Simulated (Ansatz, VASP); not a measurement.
## C: VASP beside Ansatz

INCAR

```
SYSTEM = C
PREC = Accurate ; ENCUT = 520
EDIFF = 1E-6 ; ISMEAR = 0
SIGMA = 0.1 ; LREAL = .False.
LASPH = .True. ; NELM = 80
ALGO = Normal ; ISIF = 2
LWAVE = .False. ; LCHARG = .True.
LDIPOL = .True. ; IDIPOL = 3
DIPOL = 0.5 0.5 0.356 ; GGA = PE
IVDW = 12 ; LELF = .True.
LVHAR = .True. ; LVACPOTAV = .True.
NBANDS = 16
```

File KPOINTS:

```
Automatic mesh
0
Gamma
  15 15 1
  0 0 0
```

POSCAR

```
C
1.0
    2.4656524409      0.0000000000      0.0000000000
   -1.2328262205      2.1353176508      0.0000000000
    0.0000000000      0.0000000000     17.5000663883
C
4
Direct
    0.6666666667      0.3333333333      0.2571437784
    0.3333333333      0.6666666667      0.2571418816
    1.1666666667      0.6666666667      0.4548592109
    1.5000000000      0.3333333333      0.4548573141
```

Input for Ansatz:

```yaml
crystal:
  lattice:
    - [2.4656524409, 0.0, 0.0]
    - [-1.2328262205, 2.1353176508, 0.0]
    - [0.0, 0.0, 17.5000663883]
  atoms:
    - { symbol: C, position: [0.6666666667, 0.3333333333, 0.2571437784] }
    - { symbol: C, position: [0.3333333333, 0.6666666667, 0.2571418816] }
    - { symbol: C, position: [1.1666666667, 0.6666666667, 0.4548592109] }
    - { symbol: C, position: [1.5, 0.3333333333, 0.4548573141] }
basis:
  ecutwfc: 420
kpoints:
  mp_grid: { grid: [15, 15, 1] }
hamiltonian:
  xc: pbe
  pseudopotentials: { kind: paw, azcp: { folder: soft_1 } }
  dispersion: d3bj
scf:
  occupations: { method: gaussian, width: 0.1 }
output:
  forces: true
  eigenvalues: true
efield:
  axis: 3
  dipole_correction: true
  ramp_width: 0.04
```

Alike in both runs: task single point; functional PBE; dispersion D3(BJ); k mesh 15 × 15 × 1; occupations gaussian, width 0.1 eV; no spin polarisation.

```csv
,VASP,Ansatz
version,VASP 6.6.1,Ansatz 0.2.0
potentials or method,"VASP PAW PBE potentials, release 64 (C), cutoff 520 eV","scalar-relativistic, plane waves, PAW"
valence electrons in the cell,16,16
```

```tsv
	VASP	Ansatz	Ansatz less VASP
gap on the k mesh at the Fermi level (eV)	0.49	0.49	0.000
least direct gap on the mesh (eV)	0.49	0.49	0.000
rms of the force components (eV/Å)	0.009	0.009	0.0000
```

Atom by atom the forces differ by 0.000 eV/Å (rms over components). Ansatz's warnings: structure snapped to symmetry.
